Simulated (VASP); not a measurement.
# RbBr (Pm-3m) in VASP: further runs

Runs on RbBr. Level: PBEsol. Tasks: vibrations by perturbation theory.

All numbers are computed with VASP 6.6.1; they aren't measurements. Logs are shortened: lines on timing, memory, paths and dates and some standing lists are left out, and cuts for length are marked.

### 1 The cell of the first run

It takes space group Pm-3m (No. 221, cubic). The conventional cell has a = 3.360 Å, b = 3.360 Å, c = 3.360 Å, α = 90.00°, β = 90.00°, γ = 90.00°. Within 3.8 Å of Rb (site symmetry m-3m) lie 8 Br at 2.91 Å and 6 Rb at 3.36 Å. Within 3.8 Å of Br (site symmetry m-3m) lie 8 Rb at 2.91 Å and 6 Br at 3.36 Å.

### 2 Vibrations by perturbation theory, PBEsol

Contents of INCAR:

```
PREC = Accurate ; ENCUT = 520
EDIFF = 1E-8 ; ISMEAR = 0
SIGMA = 0.01 ; LREAL = F
LASPH = T ; NELM = 80
ALGO = Normal ; ISIF = 2
LWAVE = F ; LCHARG = F
GGA = PS ; NBANDS = 15
IBRION = 8 ; NSW = 1
LEPSILON = T
```

Contents of KPOINTS:

```
regular mesh
0
Gamma
  6 6 6
```

Contents of POSCAR:

```
RbBr
1.0
    3.3597939075      0.0000000000      0.0000000000
    0.0000000000      3.3597939075      0.0000000000
    0.0000000000      0.0000000000      3.3597939075
Rb Br
1 1
Direct
    0.0000000000      0.0000000000      0.0000000000
    0.5000000000      0.5000000000      0.5000000000
```

Potentials or basis: VASP PAW PBE potentials, release 64 (Rb_sv, Br).

Run with:

```console
> cat potpaw_PBE.64/Rb_sv/POTCAR potpaw_PBE.64/Br/POTCAR > POTCAR
> mpirun -np 1 vasp_std > vasp.out
```

OUTCAR:

```text
PREC = Accurate
   ENCUT = 520
   EDIFF = 1E-8
   ISMEAR = 0
   LREAL = F
   LASPH = T
   NELM = 80
   ISIF = 2
   GGA = PS
   IBRION = 8
   NSW = 1
   LEPSILON = T

 ion  position               nearest neighbor table
   1  0.000  0.000  0.000-   2 2.91   2 2.91   2 2.91   2 2.91   2 2.91   2 2.91   2 2.91   2 2.91

   2  0.500  0.500  0.500-   1 2.91   1 2.91   1 2.91   1 2.91   1 2.91   1 2.91   1 2.91   1 2.91

  LATTYP: Found a simple cubic cell.
 ALAT       =     3.3597939075

  Lattice vectors:

 A1 = (   3.3597939075,   0.0000000000,   0.0000000000)
 A2 = (   0.0000000000,   3.3597939075,   0.0000000000)
 A3 = (   0.0000000000,   0.0000000000,   3.3597939075)

Analysis of symmetry for initial positions (statically):
=====================================================================
 Subroutine PRICEL returns:
 Original cell was already a primitive cell.

 Routine SETGRP: Setting up the symmetry group for a
 simple cubic supercell.

 Subroutine GETGRP returns: Found 48 space group operations
 (whereof 48 operations were pure point group operations)
 out of a pool of 48 trial point group operations.

The static configuration has the point symmetry O_h .

Analysis of symmetry for dynamics (positions and initial velocities):
=====================================================================
 Subroutine PRICEL returns:
 Original cell was already a primitive cell.

 Routine SETGRP: Setting up the symmetry group for a
 simple cubic supercell.

 Subroutine GETGRP returns: Found 48 space group operations
 (whereof 48 operations were pure point group operations)
 out of a pool of 48 trial point group operations.

The dynamic configuration has the point symmetry O_h .

 Subroutine INISYM returns: Found 48 space group operations
 (whereof 48 operations are pure point group operations),
 and found     1 'primitive' translations

----------------------------------------------------------------------------------------

                                     Primitive cell

  volume of cell :      37.9261

  direct lattice vectors                    reciprocal lattice vectors
     3.359793907  0.000000000  0.000000000     0.297637304  0.000000000  0.000000000
     0.000000000  3.359793907  0.000000000     0.000000000  0.297637304  0.000000000
     0.000000000  0.000000000  3.359793907     0.000000000  0.000000000  0.297637304

  length of vectors
     3.359793907  3.359793907  3.359793907     0.297637304  0.297637304  0.297637304

  position of ions in fractional coordinates (direct lattice)
     0.000000000  0.000000000  0.000000000
     0.500000000  0.500000000  0.500000000

  ion indices of the primitive-cell ions
   primitive index   ion index
                 1           1
                 2           2

----------------------------------------------------------------------------------------

 KPOINTS: regular mesh

Automatic generation of k-mesh.
 Grid dimensions read from file:
 generate k-points for:    6    6    6

 Generating k-lattice:

  Cartesian coordinates                     Fractional coordinates (reciprocal lattice)
     0.049606217  0.000000000  0.000000000     0.166666667  0.000000000  0.000000000
     0.000000000  0.049606217  0.000000000     0.000000000  0.166666667  0.000000000
[... 502 lines left out ...]
  ---------------------------------------------------
  free energy    TOTEN  =        -0.41422551 eV

  energy without entropy =       -0.41422551

------------------------ aborting loop because EDIFF is reached ----------------------------------------

--------------------------------------- Ionic step        2  -------------------------------------------

------------------------ aborting loop because EDIFF is reached ----------------------------------------

--------------------------------------- Ionic step        3  -------------------------------------------

------------------------ aborting loop because EDIFF is reached ----------------------------------------

 PIEZOELECTRIC TENSOR FIELD DIRECTION 3  (e Angst)
 -----------------------------------------------------------------------------
    -0.00026  0.00000 -0.00000           (  0.00001  0.00000 -0.00000)
     0.00000 -0.00026  0.00000           (  0.00000  0.00001  0.00000)
     0.00000 -0.00000 -0.00273           ( -0.00000  0.00000  0.00002)

 PIEZOELECTRIC TENSOR FIELD DIRECTION 3  (C/m^2)
 -----------------------------------------------------------------------------
    -0.00011  0.00000 -0.00000
     0.00000 -0.00011  0.00000
     0.00000 -0.00000 -0.00115

--------------------------------------- Ionic step        4  -------------------------------------------

------------------------ aborting loop because EDIFF is reached ----------------------------------------

[... ionic steps 5 to 6 ...]

--------------------------------------- Ionic step        7  -------------------------------------------

 Free energy of the ion-electron system (eV)
  ---------------------------------------------------
  ---------------------------------------------------
  free energy    TOTEN  =        -0.13875861 eV

  energy without entropy =       -0.13875861

------------------------ aborting loop because EDIFF is reached ----------------------------------------

 INTERNAL STRAIN TENSOR  FOR ION    2  DIRECTION 1   (eV/Angst):
 -----------------------------------------------------------------------------
     0.01738 -0.00000 -0.00000
     0.00000  0.00765  0.00000
    -0.00000  0.00000  0.00765

 MACROSCOPIC STATIC DIELECTRIC TENSOR (including local field effects in DFT)
 ------------------------------------------------------
           4.659207     0.000000    -0.000000
           0.000000     4.659207    -0.000000
          -0.000000     0.000000     4.659207
 ------------------------------------------------------

 PIEZOELECTRIC TENSOR (including local field effects)  for field in x, y, z        (e  Angst)
          XX          YY          ZZ          XY          YZ          ZX
  --------------------------------------------------------------------------------
  x     0.00000     0.00000     0.00000     0.00000     0.00000     0.00000
  y     0.00000     0.00000     0.00000     0.00000     0.00000     0.00000
  z     0.00000     0.00000     0.00000     0.00000     0.00000     0.00000

 PIEZOELECTRIC TENSOR (including local field effects)  for field in x, y, z        (C/m^2)
          XX          YY          ZZ          XY          YZ          ZX
  --------------------------------------------------------------------------------
  x     0.00000     0.00000     0.00000     0.00000     0.00000     0.00000
  y     0.00000     0.00000     0.00000     0.00000     0.00000     0.00000
  z     0.00000     0.00000     0.00000     0.00000     0.00000     0.00000

 BORN EFFECTIVE CHARGES (including local field effects) (in |e|, cummulative output)
 ---------------------------------------------------------------------------------
 ion    1
    1     1.26780    -0.00000     0.00000
    2    -0.00000     1.26780     0.00000
    3    -0.00000    -0.00000     1.26780
 ion    2
    1    -1.26780     0.00000    -0.00000
    2     0.00000    -1.26780    -0.00000
    3     0.00000     0.00000    -1.26780

 INTERNAL STRAIN TENSOR FOR ION    2 for displacements in x,y,z  (eV/Angst):
          X           Y           Z          XY          YZ          ZX
  --------------------------------------------------------------------------------
  x     0.00000     0.00000     0.00000     0.00000     0.00000     0.00000
  y     0.00000     0.00000     0.00000     0.00000     0.00000     0.00000
  z     0.00000     0.00000     0.00000     0.00000     0.00000     0.00000

 SECOND DERIVATIVES (NOT SYMMETRIZED)
 ------------------------------------
               1X          1Y          1Z          2X          2Y          2Z
  1X    -8.840093   -0.000000    0.000000    8.840093    0.000000   -0.000000
  1Y    -0.000000   -8.840093   -0.000000    0.000000    8.840093    0.000000
  1Z    -0.000000    0.000000   -8.840093    0.000000   -0.000000    8.840093
  2X     8.845567   -0.000000   -0.000000   -8.845567    0.000000    0.000000
  2Y    -0.000000    8.845567   -0.000000    0.000000   -8.845567    0.000000
  2Z    -0.000000    0.000000    8.845567    0.000000   -0.000000   -8.845567

 Eigenvectors and eigenvalues of the dynamical matrix
 ----------------------------------------------------

   1 f  =    7.234251 THz    45.454141 2PiTHz  241.308649 cm-1    29.918446 meV
             X         Y         Z           dx          dy          dz
      0.000000  0.000000  0.000000    -0.694998   -0.000000   -0.000000
      1.679897  1.679897  1.679897     0.719011    0.000000    0.000000
[... 21 lines left out ...]
   6 f/i=    0.001119 THz     0.007030 2PiTHz    0.037323 cm-1     0.004627 meV
             X         Y         Z           dx          dy          dz
      0.000000  0.000000  0.000000    -0.000000    0.000000    0.719011
      1.679897  1.679897  1.679897     0.000000    0.000000    0.694998

--------------------------------------------------------------------------------------------------------

 MACROSCOPIC STATIC DIELECTRIC TENSOR IONIC CONTRIBUTION
 ------------------------------------------------------
           0.867238    -0.000000    -0.000000
          -0.000000     0.867238     0.000000
          -0.000000     0.000000     0.867238
 ------------------------------------------------------

 ELASTIC MODULI CONTR FROM IONIC RELAXATION (kBar)
 Direction    XX          YY          ZZ          XY          YZ          ZX
 --------------------------------------------------------------------------------
 XX           0.0000      0.0000      0.0000      0.0000      0.0000      0.0000
 YY           0.0000      0.0000      0.0000      0.0000      0.0000      0.0000
 ZZ           0.0000      0.0000      0.0000      0.0000      0.0000      0.0000
 XY           0.0000      0.0000      0.0000      0.0000      0.0000      0.0000
 YZ           0.0000      0.0000      0.0000      0.0000      0.0000      0.0000
 ZX           0.0000      0.0000      0.0000      0.0000      0.0000      0.0000
 --------------------------------------------------------------------------------

 PIEZOELECTRIC TENSOR IONIC CONTR  for field in x, y, z        (C/m^2)
          XX          YY          ZZ          XY          YZ          ZX
  --------------------------------------------------------------------------------
  x     0.00000     0.00000     0.00000     0.00000     0.00000     0.00000
  y     0.00000     0.00000     0.00000     0.00000     0.00000     0.00000
  z     0.00000     0.00000     0.00000     0.00000     0.00000     0.00000
```

It took 3.1 min on 1 thread of Intel Xeon 6975P-C (Granite Rapids), shared host; peak memory 0.2 GiB.

What came out:

```yaml
Electronic_dielectric_tensor_diagonal: 4.66
Born_charges_mean_of_the_diagonal: Rb +1.27; Br -1.27 e
Highest_phonon_frequency_at_Γ_LO-TO_splitting_left_out: 241 cm⁻¹
```

Phonon frequencies in cm⁻¹ (negative: imaginary):
| q point | frequencies |
| --- | --- |
| (0.000, 0.000, 0.000) | 0 0 0 241 241 241 |

Electronic dielectric tensor:
```
4.66 0.00 0.00
0.00 4.66 0.00
0.00 0.00 4.66
```

Born effective charge tensors (e):
atom 1, Rb
```
1.27 0.00 0.00
0.00 1.27 0.00
0.00 0.00 1.27
```
atom 2, Br
```
-1.27  0.00  0.00
 0.00 -1.27  0.00
 0.00  0.00 -1.27
```

Caveat: the cell wasn't relaxed at this level first, which shifts response properties; the PAW data sets were made with another functional, which shifts forces and pressure a little.

### 3 Vibrations by perturbation theory, PBEsol

This run uses another cell than the first one, of 20.21 Å³/atom, 1.066 times its volume.

Contents of INCAR:

```
SYSTEM = RbBr
PREC     = Accurate       ! precision mode
ENCUT    = 520            ! plane-wave cutoff, eV
EDIFF    = 1E-8           ! SCF threshold, eV
ISMEAR   = 0              ! smearing method
SIGMA    = 0.01           ! smearing width, eV
LREAL    = .FALSE.        ! projectors in reciprocal space
LASPH    = .TRUE.         ! aspherical terms in the spheres
NELM     = 100            ! most SCF steps
ALGO     = Normal         ! electronic algorithm
ISIF     = 2              ! what is computed and relaxed
LWAVE    = .FALSE.        ! write WAVECAR
LCHARG   = .TRUE.         ! write CHGCAR
GGA      = PS             ! functional
IBRION   = 8              ! ionic algorithm
NSW      = 1              ! ionic steps
LEPSILON = .TRUE.         ! dielectric tensor by DFPT
```

Contents of KPOINTS:

```
regular mesh
0
G
  6 6 6
  0 0 0
```

Contents of POSCAR:

```
RbBr
1.0
    3.4318205134      0.0000000000      0.0000000000
    0.0000000000      3.4318205134      0.0000000000
    0.0000000000      0.0000000000      3.4318205134
Rb Br
1 1
Direct
    0.0000000000      0.0000000000      0.0000000000
    0.5000000000      0.5000000000      0.5000000000
```

Potentials or basis: VASP PAW PBE potentials, release 64 (Rb_sv, Br).

Run with:

```console
> cat potpaw_PBE.64/Rb_sv/POTCAR potpaw_PBE.64/Br/POTCAR > POTCAR
> mpirun -np 1 vasp_std > vasp.out
```

OUTCAR:

```text
SYSTEM = RbBr
   PREC = Accurate
   ENCUT = 520
   EDIFF = 1E-8
   ISMEAR = 0
   LREAL = .FALSE.
   LASPH = .TRUE.
   NELM = 100
   ISIF = 2
   GGA = PS
   IBRION = 8
   NSW = 1
   LEPSILON = .TRUE.

 ion  position               nearest neighbor table
   1  0.000  0.000  0.000-   2 2.97   2 2.97   2 2.97   2 2.97   2 2.97   2 2.97   2 2.97   2 2.97

   2  0.500  0.500  0.500-   1 2.97   1 2.97   1 2.97   1 2.97   1 2.97   1 2.97   1 2.97   1 2.97

  LATTYP: Found a simple cubic cell.
[... 645 lines left out ...]
   6 f/i=    0.000714 THz     0.004484 2PiTHz    0.023806 cm-1     0.002952 meV
             X         Y         Z           dx          dy          dz
      0.000000  0.000000  0.000000    -0.511607   -0.447190    0.234969
      1.715910  1.715910  1.715910    -0.494567   -0.432295    0.227143

--------------------------------------------------------------------------------------------------------

 MACROSCOPIC STATIC DIELECTRIC TENSOR IONIC CONTRIBUTION
 ------------------------------------------------------
           0.946814    -0.000000    -0.000000
          -0.000000     0.946814     0.000000
          -0.000000     0.000000     0.946814
 ------------------------------------------------------

 ELASTIC MODULI CONTR FROM IONIC RELAXATION (kBar)
 Direction    XX          YY          ZZ          XY          YZ          ZX
 --------------------------------------------------------------------------------
 XX           0.0000      0.0000      0.0000      0.0000      0.0000      0.0000
 YY           0.0000      0.0000      0.0000      0.0000      0.0000      0.0000
 ZZ           0.0000      0.0000      0.0000      0.0000      0.0000      0.0000
 XY           0.0000      0.0000      0.0000      0.0000      0.0000      0.0000
 YZ           0.0000      0.0000      0.0000      0.0000      0.0000      0.0000
 ZX           0.0000      0.0000      0.0000      0.0000      0.0000      0.0000
 --------------------------------------------------------------------------------

 PIEZOELECTRIC TENSOR IONIC CONTR  for field in x, y, z        (C/m^2)
          XX          YY          ZZ          XY          YZ          ZX
  --------------------------------------------------------------------------------
  x     0.00000     0.00000     0.00000     0.00000     0.00000     0.00000
  y     0.00000     0.00000     0.00000     0.00000     0.00000     0.00000
  z     0.00000     0.00000     0.00000     0.00000     0.00000     0.00000
```

stdout:

```text
POSCAR found type information on POSCAR RbBr
 POSCAR found :  2 types and       2 ions
 scaLAPACK will be used
 -----------------------------------------------------------------------------
|                                                                             |
|                                                                             |
|     You enforced a specific xc type in the INCAR file but a different       |
[... 39 lines left out ...]
 force on displaced ion       1 direction 1 :  -7.304  -0.000   0.000
 Born effective charge ion    1 direction 1 :   1.233   0.000   0.000
 Linear response progress:
 first order change of Fermi-energy   0.31333E-03
 force on displaced ion       2 direction 1 :  -7.307   0.000  -0.000
 Born effective charge ion    2 direction 1 :  -1.253   0.000   0.000
 Born effective charges drift removed
 Linear response finished
```

Run time: 2.8 min. Hardware: 1 thread of Intel Xeon 6975P-C (Granite Rapids), shared host; peak memory 0.2 GiB.

What came out:

```
Electronic dielectric tensor (diagonal)                 : 4.36
Born charges (mean of the diagonal)                     : Rb +1.24; Br -1.24 e
Highest phonon frequency at Γ, LO-TO splitting left out : 219 cm⁻¹
```

Phonon frequencies in cm⁻¹ (negative: imaginary):
```tsv
q point	frequencies
(0.000, 0.000, 0.000)	0 0 0 219 219 219
```

Electronic dielectric tensor:
```
4.36 0.00 0.00
0.00 4.36 0.00
0.00 0.00 4.36
```

Born effective charge tensors (e):
atom 1, Rb
```
1.24 0.00 0.00
0.00 1.24 0.00
0.00 0.00 1.24
```
atom 2, Br
```
-1.24  0.00  0.00
 0.00 -1.24  0.00
 0.00  0.00 -1.24
```

Caveat: the cell wasn't relaxed at this level first, which shifts response properties; the PAW data sets were made with another functional, which shifts forces and pressure a little.

(Continued in part 2 of 3.)
